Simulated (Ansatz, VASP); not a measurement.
One calculation of AgCl, two programs

```
Ag Cl
1.0
     3.43397    0.00000    0.00000
     0.00000    3.43397    0.00000
     0.00000    0.00000    3.46831
Ag Cl
1 1
Direct
  0.00000 0.00000 0.00000
  0.50000 0.50000 0.50000
```

Change from the starting cell: zz strain of +1 %.

Alike in both runs: task single point; functional PBE; k mesh 9 × 9 × 9; occupations fermi-dirac, width 0.01 eV; no spin polarisation.

|  | VASP | Ansatz |
| --- | --- | --- |
| version | VASP 6.6.1 | Ansatz 0.2.0 |
| potentials or method | VASP PAW PBE potentials, release 64 (Ag, Cl), cutoff 520 eV | all-electron LAPW, scalar-relativistic |

|  | VASP | Ansatz | Ansatz less VASP |
| --- | --- | --- | --- |
| gap on the k mesh at the Fermi level (eV) | 0.59 | 0.60 | +0.002 |
| pressure (GPa) | -0.7 | -0.6 | +0.13 |
| traceless stress, the component that is largest in VASP (GPa) | -0.31 | -0.31 | 0.000 |

Ansatz ran all-electron here, and VASP with PAW potentials.
